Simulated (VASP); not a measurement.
# Zr3H2 (R-3m) in VASP: single point with PBE

Aim: the single point of Zr3H2 with PBE.

All numbers are computed with VASP 6.6.1; they aren't measurements. Logs are shortened: lines on timing, memory, paths and dates and some standing lists are left out, and cuts for length are marked.

## 1. The cell of the first run

The structure is trigonal, space group R-3m (No. 166). Conventional cell: a = 3.216 Å, b = 3.216 Å, c = 24.208 Å, α = 90.00°, β = 90.00°, γ = 120.00°. Zr (site symmetry -3m) has 6 H at 2.26 Å within 3.0 Å. Within 3.4 Å of Zr (site symmetry 3m) lie 3 H at 2.35 Å and 12 Zr at 3.19 to 3.31 Å. Within 3.0 Å of H (site symmetry 3m) lie 6 Zr at 2.26 to 2.35 Å.

## 2. Single point, PBE

INCAR reads:

```
SYSTEM = Zr3H2
ALGO = Normal
EDIFF = 1E-6
ENCUT = 520
GGA = PE
ISIF = 2
ISMEAR = 0
LASPH = .True.
LCHARG = .False.
LREAL = .False.
LWAVE = .False.
NBANDS = 27
NELM = 60
PREC = Accurate
SIGMA = 0.1
```

KPOINTS reads:

```
k-points
0
Gamma
  12 12 12
  0 0 0
```

POSCAR reads:

```
Zr3H2
1.0
    1.6078769216      0.9283081735      8.0694796580
   -1.6078769216      0.9283081735      8.0694796580
    0.0000000000     -1.8566163470      8.0694796580
Zr H
3 2
Direct
    0.0000000000      0.0000000000      0.0000000000
    0.2202757211      0.2202757211      0.2202757211
    0.7797242789      0.7797242789      0.7797242789
    0.3867415621      0.3867415621      0.3867415621
    0.6132584379      0.6132584379      0.6132584379
```

Potentials or basis: VASP PAW PBE potentials, release 64 (Zr_sv, H).

On the command line:

```bash
$ cat potpaw_PBE.64/Zr_sv/POTCAR potpaw_PBE.64/H/POTCAR > POTCAR
$ mpirun -np 1 vasp_std > vasp.out
```

OUTCAR:

```text
SYSTEM = Zr3H2
   EDIFF = 1E-6
   ENCUT = 520
   GGA = PE
   ISIF = 2
   ISMEAR = 0
   LASPH = .True.
   LREAL = .False.
   NELM = 60
   PREC = Accurate

 ion  position               nearest neighbor table
   1  0.000  0.000  0.000-   5 2.26   4 2.26   5 2.26   5 2.26   4 2.26   4 2.26   2 3.31   3 3.31
                             2 3.31   3 3.31   2 3.31   3 3.31
   2  0.220  0.220  0.220-   5 2.35   5 2.35   5 2.35   3 3.19   3 3.19   3 3.19   1 3.31   1 3.31
                             1 3.31
   3  0.780  0.780  0.780-   4 2.35   4 2.35   4 2.35   2 3.19   2 3.19   2 3.19   1 3.31   1 3.31
                             1 3.31
   4  0.387  0.387  0.387-   1 2.26   1 2.26   1 2.26   3 2.35   3 2.35   3 2.35
   5  0.613  0.613  0.613-   1 2.26   1 2.26   1 2.26   2 2.35   2 2.35   2 2.35

  LATTYP: Found a trigonal (rhomboedric) cell.
 ALAT       =     8.2803095480
 COS(alpha) =     0.9245876536

  Lattice vectors:

 A1 = (   1.6078769216,   0.9283081735,   8.0694796580)
 A2 = (  -1.6078769216,   0.9283081735,   8.0694796580)
 A3 = (   0.0000000000,  -1.8566163470,   8.0694796580)

Analysis of symmetry for initial positions (statically):
=====================================================================
 Subroutine PRICEL returns:
 Original cell was already a primitive cell.

 Routine SETGRP: Setting up the symmetry group for a
 trigonal (rhombohedral) supercell.

 Subroutine GETGRP returns: Found 12 space group operations
 (whereof 12 operations were pure point group operations)
 out of a pool of 12 trial point group operations.

The static configuration has the point symmetry D_3d.

Analysis of symmetry for dynamics (positions and initial velocities):
=====================================================================
 Subroutine PRICEL returns:
 Original cell was already a primitive cell.

 Routine SETGRP: Setting up the symmetry group for a
 trigonal (rhombohedral) supercell.

 Subroutine GETGRP returns: Found 12 space group operations
 (whereof 12 operations were pure point group operations)
 out of a pool of 12 trial point group operations.

The dynamic configuration has the point symmetry D_3d.

 Subroutine INISYM returns: Found 12 space group operations
 (whereof 12 operations are pure point group operations),
 and found     1 'primitive' translations

----------------------------------------------------------------------------------------

                                     Primitive cell

  volume of cell :      72.2673

  direct lattice vectors                    reciprocal lattice vectors
     1.607876922  0.928308173  8.069479658     0.310969076  0.179538080  0.041307909
    -1.607876922  0.928308173  8.069479658    -0.310969076  0.179538080  0.041307909
     0.000000000 -1.856616347  8.069479658     0.000000000 -0.359076159  0.041307909

  length of vectors
     8.280309548  8.280309548  8.280309548     0.361444368  0.361444368  0.361444368

  position of ions in fractional coordinates (direct lattice)
     0.000000000  0.000000000  0.000000000
     0.220275721  0.220275721  0.220275721
     0.779724279  0.779724279  0.779724279
     0.386741562  0.386741562  0.386741562
     0.613258438  0.613258438  0.613258438

  ion indices of the primitive-cell ions
   primitive index   ion index
                 1           1
                 2           2
                 3           3
                 4           4
                 5           5

----------------------------------------------------------------------------------------

 KPOINTS: k-points

Automatic generation of k-mesh.
 Grid dimensions read from file:
 generate k-points for:   12   12   12

 Generating k-lattice:

  Cartesian coordinates                     Fractional coordinates (reciprocal lattice)
     0.025914090  0.014961507  0.003442326     0.083333333  0.000000000  0.000000000
    -0.025914090  0.014961507  0.003442326     0.000000000  0.083333333  0.000000000
     0.000000000 -0.029923013  0.003442326     0.000000000  0.000000000  0.083333333

  Length of vectors
     0.030120364  0.030120364  0.030120364

  Shift w.r.t. Gamma in fractional coordinates (k-lattice)
     0.000000000  0.000000000  0.000000000

 Subroutine IBZKPT returns following result:
 ===========================================

 Found    189 irreducible k-points:

 Following reciprocal coordinates:
            Coordinates               Weight
  0.000000  0.000000  0.000000      1.000000
  0.083333  0.000000  0.000000      6.000000
  0.166667  0.000000  0.000000      6.000000
  0.250000  0.000000  0.000000      6.000000
  0.333333  0.000000  0.000000      6.000000
  0.416667  0.000000  0.000000      6.000000
[... 16 lines left out ...]
  0.500000  0.166667  0.000000     12.000000
 -0.416667  0.166667  0.000000     12.000000
 [... further k-points ...]
   k-points           NKPTS =    189   k-points in BZ     NKDIM =    189   number of bands    NBANDS=     27
   number of dos      NEDOS =    301   number of ions     NIONS =      5
   total plane-waves  NPLWV = 262144
   dimension x,y,z NGX =    64 NGY =   64 NGZ =   64
   dimension x,y,z NGXF=   128 NGYF=  128 NGZF=  128
   ions per type =               3   2
   NGX,Y,Z   is equivalent  to a cutoff of  12.85, 12.85, 12.85 a.u.
   NGXF,Y,Z  is equivalent  to a cutoff of  25.70, 25.70, 25.70 a.u.
 SYSTEM =  Zr3H2
   PREC   = accura    normal or accurate (medium, high low for compatibility)
   ISTART =      0    job   : 0-new  1-cont  2-samecut
   ICHARG =      2    charge: 1-file 2-atom 10-const
   ISPIN  =      1    spin polarized calculation?
   LNONCOLLINEAR =      F non collinear calculations
   LSORBIT =      F    spin-orbit coupling
   LASPH  =      T    aspherical Exc in radial PAW
   ENCUT  =  520.0 eV  38.22 Ry    6.18 a.u.  15.40 15.40 15.40*2*pi/ulx,y,z
   NELM   =     60;   NELMIN=  2; NELMDL= -5     # of ELM steps
   EDIFF  = 0.1E-05   stopping-criterion for ELM
   LREAL  =      F    real-space projection
   EDIFFG = 0.1E-04   stopping-criterion for IOM
   NSW    =      0    number of steps for IOM
   IBRION =     -1    ionic relax: 0-MD 1-quasi-New 2-CG
   NFREE  =      0    steps in history (QN), initial steepest desc. (CG)
   ISIF   =      2    stress and relaxation
   ISYM   =      2    0-nonsym 1-usesym 2-fastsym
   POTIM  = 0.5000    time-step for ionic-motion
   TEBEG  =    0.0;   TEEND  =   0.0 temperature during run
   PSTRESS=    0.0 pullay stress
   NELECT =      38.0000    total number of electrons
   NUPDOWN=      -1.0000    fix difference up-down
   EMIN   =  10.00;   EMAX   =-10.00  energy-range for DOS
   EFERMI =   0.00;   METHOD = LEGACY
   ISMEAR =     0;   SIGMA  =   0.10  broadening in eV -4-tet -1-fermi 0-gaus
   EFERMI_NEDOS =   21; number of points for ismear=-14 and -15
   IALGO  =     38    algorithm
   IMIX   =      4    mixing-type and parameters
     AMIX     =   0.40;   BMIX     =  1.00
     AMIX_MAG =   1.60;   BMIX_MAG =  1.00
  volume/ion in A,a.u.               =      14.45        97.54
  Fermi-wavevector in a.u.,A,eV,Ry     =   1.321363  2.497014 23.755771  1.746000
  Thomas-Fermi vector in A             =   2.451122
   LORBIT       =      0    0 simple, 1 ext, 2 COOP (PROOUT), +10 PAW based schemes
   GGA     = PE    functional components
   LHFCALC =     F    Hartree Fock is set to
   AEXX    =    0.0000 exact exchange contribution
   IVDW    =     0    specifies the selected vdW correction
   LEPSILON=     F    determine dielectric tensor
   LRPA    =     F    only Hartree local field effects (RPA)
 non-spin polarized calculation
 Gauss-broadening in eV      SIGMA  =   0.10
  energy-cutoff  :      520.00
  volume of cell :       72.27
 maximum number of plane-waves:      1978
 NGX is ok and might be reduce to    64
   NGX = 31   NGY = 31   NGZ = 31

 number of electron      37.9999999 magnetization

 Free energy of the ion-electron system (eV)
  ---------------------------------------------------
  ext. energy  EPLUGINS =         0.00000000
  ---------------------------------------------------
  free energy    TOTEN  =       -33.44322219 eV

  energy without entropy =      -33.41951478  energy(sigma->0) =      -33.43136849

 E-fermi :   9.0666     XC(G=0): -11.2774

 val. band max:        9.0655147011   @ k =   0.3333   0.3333   0.1667
 cond. band min:       9.0667286834   @ k =  -0.4167   0.2500   0.0000
 fundamental gap:      0.0012139823
 Fermi energy:         9.0666232231

 k-point     1 :       0.0000    0.0000    0.0000
  band No.  band energies     occupation
      1     -39.7153      2.00000
      2     -39.6439      2.00000
      3     -39.6074      2.00000
      4     -17.9872      2.00000
      5     -17.9786      2.00000
      6     -17.3704      2.00000
[... 19 lines left out ...]
     26      11.5582      0.00000
     27      12.9570      0.00000

 k-point     2 :       0.0833    0.0000    0.0000
  band No.  band energies     occupation
      1     -39.7076      2.00000
      2     -39.6386      2.00000
      3     -39.6023      2.00000
      4     -17.9927      2.00000
      5     -17.9526      2.00000
      6     -17.4201      2.00000
[... 19 lines left out ...]
     26      11.3570      0.00000
     27      13.0470      0.00000

 k-point     3 :       0.1667    0.0000    0.0000
  band No.  band energies     occupation
      1     -39.6860      2.00000
      2     -39.6240      2.00000
      3     -39.5886      2.00000
      4     -17.9807      2.00000
      5     -17.9183      2.00000
      6     -17.5544      2.00000
[... 19 lines left out ...]
     26      11.1823      0.00000
     27      13.0724      0.00000

 k-point     4 :       0.2500    0.0000    0.0000
  band No.  band energies     occupation
      1     -39.6558      2.00000
      2     -39.6037      2.00000
      3     -39.5707      2.00000
      4     -17.9682      2.00000
      5     -17.9219      2.00000
      6     -17.7311      2.00000
[... 19 lines left out ...]
     26      11.8293      0.00000
     27      13.1917      0.00000
[... 516 lines left out ...]
      4     -17.9970      2.00000
      5     -17.9786      2.00000
      6     -17.9101      2.00000
[... 19 lines left out ...]
     26      13.0957      0.00000
     27      13.5874      0.00000

 k-point    23 :       0.5000    0.1667    0.0000
  band No.  band energies     occupation
      1     -39.5910      2.00000
      2     -39.5612      2.00000
      3     -39.5402      2.00000
      4     -18.0640      2.00000
      5     -18.0499      2.00000
      6     -17.9589      2.00000
[... 19 lines left out ...]
     26      13.5395      0.00000
     27      13.8019      0.00000

 k-point    24 :      -0.4167    0.1667    0.0000
  band No.  band energies     occupation
      1     -39.5834      2.00000
      2     -39.5539      2.00000
      3     -39.5389      2.00000
      4     -18.1029      2.00000
      5     -18.0720      2.00000
      6     -17.9756      2.00000
[... 19 lines left out ...]
     26      13.5609      0.00000
     27      13.8645      0.00000

 [... further k-points ...]
[... 5 lines left out ...]
  --------------------------------------------------------------------------------------
  -------------------------------------------------------------------------------------
  Total        0.0008188      0.0008188     -0.0227259      0.0000000      0.0000000      0.0000000
  in kB        0.0181524      0.0181524     -0.5038366      0.0000000      0.0000000      0.0000000
  external PRESSURE =      -0.1558439 kB  Pullay stress =       0.0000000 kB

 VOLUME and BASIS-vectors are now :
 -----------------------------------------------------------------------------
  energy-cutoff  :      520.00
  volume of cell :       72.27
      direct lattice vectors                 reciprocal lattice vectors
     1.607876922  0.928308173  8.069479658     0.310969076  0.179538080  0.041307909
    -1.607876922  0.928308173  8.069479658    -0.310969076  0.179538080  0.041307909
     0.000000000 -1.856616347  8.069479658     0.000000000 -0.359076159  0.041307909

 POSITION                                       TOTAL-FORCE (eV/Angst)
 -----------------------------------------------------------------------------------
      0.00000      0.00000      0.00000         0.000000     -0.000000      0.000000
      0.00000      0.00000      5.33253         0.000000      0.000000     -0.005987
      0.00000      0.00000     18.87591         0.000000     -0.000000      0.005987
      0.00000      0.00000      9.36241         0.000000     -0.000000     -0.001010
      0.00000      0.00000     14.84603         0.000000     -0.000000      0.001010
 -----------------------------------------------------------------------------------
    total drift:                                0.000000      0.000000     -0.000000

  FREE ENERGIE OF THE ION-ELECTRON SYSTEM (eV)
  ---------------------------------------------------
  free  energy   TOTEN  =       -33.4432221908 eV

  energy  without entropy=      -33.4195147833  energy(sigma->0) =      -33.43136849
```

Run time: 14 min. Hardware: 1 thread of Intel Xeon 6975P-C (Granite Rapids), shared host; peak memory 0.74 GiB.

Results:

```yaml
Free_energy: -33.4432 eV
Pressure: 0.0 GPa
Largest_force: 0.006 eV/Å
Band_gap_on_the_k_mesh: zero (bands 19 and 20 overlap by 0.92 eV)
```

Forces in eV/Å, atoms in the order of the input:
```
Zr   0.000  0.000  0.000
Zr   0.000  0.000 -0.006
Zr   0.000  0.000  0.006
H    0.000  0.000 -0.001
H    0.000  0.000  0.001
```
